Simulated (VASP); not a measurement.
Li16C (a cell with a defect): single point with PBEsol

Li16C (a cell with a defect):

```
Li C
1.0
     6.98000    0.00000    0.00000
     0.00000    6.98000    0.00000
     0.00000    0.00000    6.98000
Li C
16 1
Direct
  0.05949 0.99834 0.07958
  0.44360 0.99996 0.08011
  0.01839 0.50186 0.96515
  0.99593 0.00026 0.46708
  0.24939 0.28315 0.27822
  0.48612 0.49997 0.96710
  0.50631 0.00202 0.46511
  0.75565 0.26944 0.23306
  0.96882 0.50072 0.52603
  0.25115 0.71529 0.27796
  0.25089 0.21765 0.68832
  0.53464 0.49847 0.52372
  0.75329 0.73180 0.23489
  0.75164 0.21233 0.77820
  0.25263 0.78524 0.68263
  0.75004 0.78850 0.77761
  0.25038 0.99877 0.32732
```

| Property | Result |
| --- | --- |
| Program | VASP 6.6.1 |
| Task | single point |
| Functional | PBEsol |
| Potentials or basis | VASP PAW PBE potentials, release 64 (Li_sv, C) |
| Cutoff | 520 eV |
| k mesh | 3 × 3 × 3 |
| Occupations | gaussian, width 0.1 eV |
| Spin | no spin polarisation |

- Largest force: 0.064 eV/Å
- Band gap on the k mesh: 0.01 eV

Forces in eV/Å, atoms in the order of the input:
```
Li   0.004  0.004  0.013
Li  -0.003  0.004  0.018
Li   0.024  0.000 -0.016
Li  -0.055  0.003  0.009
Li   0.005  0.011  0.006
Li  -0.027  0.002 -0.016
Li   0.056  0.001  0.013
Li  -0.004  0.015 -0.012
Li  -0.004  0.000 -0.005
Li   0.000 -0.028  0.007
Li   0.000 -0.030 -0.054
Li   0.000  0.002 -0.001
Li  -0.006 -0.015 -0.011
Li   0.002  0.001  0.014
Li   0.001  0.030 -0.047
Li   0.002 -0.001  0.016
C    0.005  0.001  0.064
```

Levels at points of the mesh, in eV from the valence-band top:
| k point | band 23 | band 24 | band 25 | band 26 | band 27 | band 28 | band 29 | band 30 |
| --- | --- | --- | --- | --- | --- | --- | --- | --- |
| (0.00, 0.00, 0.00) | -0.78 | -0.25 | -0.12 | -0.07 | 0.32 | 0.55 | 0.65 | 0.89 |

Wall time 6.4 min on 1 thread of Intel(R) Xeon(R) Platinum 8488C (Sapphire Rapids), with other jobs on the host, peak memory 0.42 GiB.

Caveat: the smearing spreads over this small gap; the PAW data sets were made with another functional, which shifts forces and pressure a little.
